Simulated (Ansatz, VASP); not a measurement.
# HfO2 in VASP and in Ansatz

File INCAR:

```
ALGO = Normal ; EDIFF = 1E-6
EDIFFG = -0.02 ; ENCUT = 520
GGA = PE ; IBRION = 2
ISIF = 2 ; ISMEAR = -1
LASPH = T ; LCHARG = F
LREAL = F ; LWAVE = F
NELM = 80 ; NSW = 80
PREC = Accurate ; SIGMA = 0.02
```

The input KPOINTS:

```
k-points
0
Gamma
  10 10 10
```

File POSCAR:

```
HfO2
1.0
    0.0000000000      2.5575000000      2.5575000000
    2.5575000000      0.0000000000      2.5575000000
    2.5575000000      2.5575000000      0.0000000000
Hf O
1 2
Direct
    0.0000000000      0.0000000000      0.0000000000
    0.2500000000      0.2500000000      0.2500000000
    0.7500000000      0.7500000000      0.7500000000
```

Input for Ansatz:

```yaml
crystal:
  lattice:
    - [0.0, 2.5575, 2.5575]
    - [2.5575, 0.0, 2.5575]
    - [2.5575, 2.5575, 0.0]
  atoms:
    - { symbol: Hf, position: [0.0, 0.0, 0.0] }
    - { symbol: O, position: [0.25, 0.25, 0.25] }
    - { symbol: O, position: [0.75, 0.75, 0.75] }
kpoints:
  mp_grid: { grid: [10, 10, 10] }
scf:
  occupations: { method: fermi_dirac, width: 0.02 }
hamiltonian:
  xc: pbe
  pseudopotentials: { kind: paw }
output:
  forces: true
  stress: true
  populations: true
  efg:
    quadrupole_moments_barn: { Hf: 3.365, O: -0.02558 }
    contact_densities: true
relax:
  f_tol: 0.02
  max_steps: 60
```

Alike in both runs: task relaxation of the atoms; functional PBE; k mesh 10 × 10 × 10; occupations fermi-dirac, width 0.02 eV; no spin polarisation.

|  | VASP | Ansatz |
| --- | --- | --- |
| version | VASP 6.6.1 | Ansatz 0.2.0 |
| potentials or method | VASP PAW PBE potentials, release 64 (Hf_pv, O) | plane-wave PAW, scalar-relativistic |
| plane-wave cutoff (eV) | 520 | 420 |
| valence electrons in the cell | 22 | 38 |

|  | VASP | Ansatz | Ansatz less VASP |
| --- | --- | --- | --- |
| gap on the k mesh at the Fermi level, each at its own relaxed structure (eV) | 3.73 | 3.72 | -0.009 |

VASP's potentials hold 22 valence electrons a cell and Ansatz's 38, so a difference there can come from the potentials and not from the codes. Ansatz's warnings: stress scf threshold loose.

Neither program's run includes spin-orbit coupling. Noted on VASP's run: the relaxation stopped at its first step, so nothing moved.
